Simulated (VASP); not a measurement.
# Ga (Pm-3m) in VASP: a series of runs, part 2 of 2

VASP 6.6.1.

**4. Single point, r2SCAN, non-collinear spin, zero start, spin-orbit coupling**

File POSCAR:

```
Ga
1.0
    2.6706200767      0.0000000000      0.0000000000
    0.0000000000      2.6706200767      0.0000000000
    0.0000000000      0.0000000000      2.6706200767
Ga
1
Direct
    0.0000000000      0.0000000000      0.0000000000
```

File INCAR.step1:

```
  PREC = Accurate
  ENCUT = 520
  ISMEAR = -1
  SIGMA = 0.1
  LREAL = False
  LASPH = True
  NELM = 150
  MAGMOM = 0 0 0
  LSORBIT = True
  GGA_COMPAT = False
  NBANDS = 24
  GGA = PE
  ALGO = Normal
  EDIFF = 1E-4
  LWAVE = True
  LCHARG = False
```

File INCAR.step2:

```
  PREC = Accurate
  ENCUT = 520
  EDIFF = 1E-6
  ISMEAR = -1
  SIGMA = 0.1
  LREAL = False
  LASPH = True
  NELM = 150
  ALGO = Normal
  ISIF = 2
  LWAVE = False
  LCHARG = False
  MAGMOM = 0 0 0
  LORBIT = 11
  LSORBIT = True
  GGA_COMPAT = False
  LORBMOM = True
  METAGGA = R2SCAN
  LMIXTAU = True
  NBANDS = 24
  ISTART = 1
```

File KPOINTS:

```
Automatic mesh
0
Gamma
  12 12 12
```

Potentials or basis: VASP PAW PBE potentials, release 64 (Ga_d).

Launch:

```sh
$ cat potpaw_PBE.64/Ga_d/POTCAR > POTCAR
$ cp INCAR.step1 INCAR
$ mpirun -np 1 vasp_ncl > vasp.out
$ cp INCAR.step2 INCAR
$ mpirun -np 1 vasp_ncl > vasp.out
```

OUTCAR:

```text
PREC = Accurate
   ENCUT = 520
   EDIFF = 1E-6
   ISMEAR = -1
   LREAL = False
   LASPH = True
   NELM = 150
   ISIF = 2
   LORBIT = 11
   LSORBIT = True
   METAGGA = R2SCAN
   ISTART = 1

 ion  position               nearest neighbor table
   1  0.000  0.000  0.000-

  LATTYP: Found a simple cubic cell.
 ALAT       =     2.6706200767

  Lattice vectors:

 A1 = (   2.6706200767,   0.0000000000,   0.0000000000)
 A2 = (   0.0000000000,   2.6706200767,   0.0000000000)
 A3 = (   0.0000000000,   0.0000000000,   2.6706200767)

Analysis of symmetry for initial positions (statically):
=====================================================================
 Subroutine PRICEL returns:
 Original cell was already a primitive cell.

 Routine SETGRP: Setting up the symmetry group for a
 simple cubic supercell.

 Subroutine GETGRP returns: Found 48 space group operations
 (whereof 48 operations were pure point group operations)
 out of a pool of 48 trial point group operations.

The static configuration has the point symmetry O_h .

Analysis of symmetry for dynamics (positions and initial velocities):
=====================================================================
 Subroutine PRICEL returns:
 Original cell was already a primitive cell.

[... 854 lines left out ...]
  free  energy   TOTEN  =       -11.3130353609 eV

  energy  without entropy=      -11.3011807486  energy(sigma->0) =      -11.30710805

 orbital moment (x)

 # of ion     p       d       tot
 ----------------------------------------
  1         0.000   0.000   0.000
 ----------------------------------------
            0.000   0.000   0.000

 orbital moment (y)

 # of ion     p       d       tot
 ----------------------------------------
  1         0.000  -0.000  -0.000
 ----------------------------------------
            0.000  -0.000  -0.000

 orbital moment (z)

 # of ion     p       d       tot
 ----------------------------------------
  1        -0.000   0.000  -0.000
 ----------------------------------------
           -0.000   0.000  -0.000

 Spin-Orbit-Coupling matrix elements

 Ion:    1  E_soc:     -0.0110647
 l=   1
     0.0000000    -0.0010238    -0.0010238
    -0.0010238     0.0000000    -0.0010238
    -0.0010238    -0.0010238     0.0000000
 l=   2
     0.0000000    -0.0001639     0.0000000    -0.0001639    -0.0006564
    -0.0001639     0.0000000    -0.0004923    -0.0001639    -0.0001641
     0.0000000    -0.0004923     0.0000000    -0.0004923     0.0000000
    -0.0001639    -0.0001639    -0.0004923     0.0000000    -0.0001641
    -0.0006564    -0.0001641     0.0000000    -0.0001641     0.0000000
 l=   3
     0.0000000     0.0000000     0.0000000     0.0000000     0.0000000     0.0000000     0.0000000
     0.0000000     0.0000000     0.0000000     0.0000000     0.0000000     0.0000000     0.0000000
     0.0000000     0.0000000     0.0000000     0.0000000     0.0000000     0.0000000     0.0000000
     0.0000000     0.0000000     0.0000000     0.0000000     0.0000000     0.0000000     0.0000000
     0.0000000     0.0000000     0.0000000     0.0000000     0.0000000     0.0000000     0.0000000
     0.0000000     0.0000000     0.0000000     0.0000000     0.0000000     0.0000000     0.0000000
     0.0000000     0.0000000     0.0000000     0.0000000     0.0000000     0.0000000     0.0000000

 total charge

# of ion       s       p       d       tot
------------------------------------------
    1        0.976   0.655   9.952  11.584

 magnetization (x)

# of ion       s       p       d       tot
------------------------------------------
    1        0.000  -0.000   0.000  -0.000

 magnetization (y)

# of ion       s       p       d       tot
------------------------------------------
    1        0.000  -0.000  -0.000  -0.000

 magnetization (z)

# of ion       s       p       d       tot
------------------------------------------
    1        0.000  -0.000   0.000  -0.000
```

OUTCAR.step1:

```text
PREC = Accurate
   ENCUT = 520
   ISMEAR = -1
   LREAL = False
   LASPH = True
   NELM = 150
   LSORBIT = True
   GGA = PE
   EDIFF = 1E-4
[... 906 lines left out ...]
     0.0000000     0.0000000     0.0000000     0.0000000     0.0000000     0.0000000     0.0000000
     0.0000000     0.0000000     0.0000000     0.0000000     0.0000000     0.0000000     0.0000000
     0.0000000     0.0000000     0.0000000     0.0000000     0.0000000     0.0000000     0.0000000
     0.0000000     0.0000000     0.0000000     0.0000000     0.0000000     0.0000000     0.0000000
     0.0000000     0.0000000     0.0000000     0.0000000     0.0000000     0.0000000     0.0000000

=======================================================================

 ========================================================
```

Wall time 7.7 min (1 thread of AMD EPYC 7R13, shared host); peak memory 0.18 GiB.

What came out:

- Free energy: -11.3130 eV
- Pressure: 0.3 GPa
- Net moment: 0.00 μB per cell
- Valence electrons inside the program's atomic spheres: Ga 11.58

Moments on the atoms (μB; x, y, z):
```
Ga  0.00 0.00 0.00
```

Caveat: the PAW data sets were made with another functional, which shifts forces and pressure a little.

**5. The runs side by side**

| task | spin | cell | k mesh | cutoff (eV) | gap on the mesh (eV) | pressure (GPa) |
| --- | --- | --- | --- | --- | --- | --- |
| single point | off | a = 2.671 Å, 1 atom | 19 × 19 × 19 | 520 | none | 0.3 |
| relaxation of cell and atoms | off | relaxed from a = 2.766 Å, 1 atom | 11 × 11 × 11 | 600 | none | -0.1 |
| single point | non-collinear, zero start, SOC | a = 2.671 Å, 1 atom | 12 × 12 × 12 | 520 | - | 0.3 |

Alike in all rows: level r2SCAN; potentials or basis VASP PAW PBE potentials, release 64 (Ga_d); smearing fermi-dirac 0.1 eV.

Caveats: the PAW data sets were made with another functional, which shifts forces and pressure a little.

Absolute energies hang on the potentials; compare differences alone.
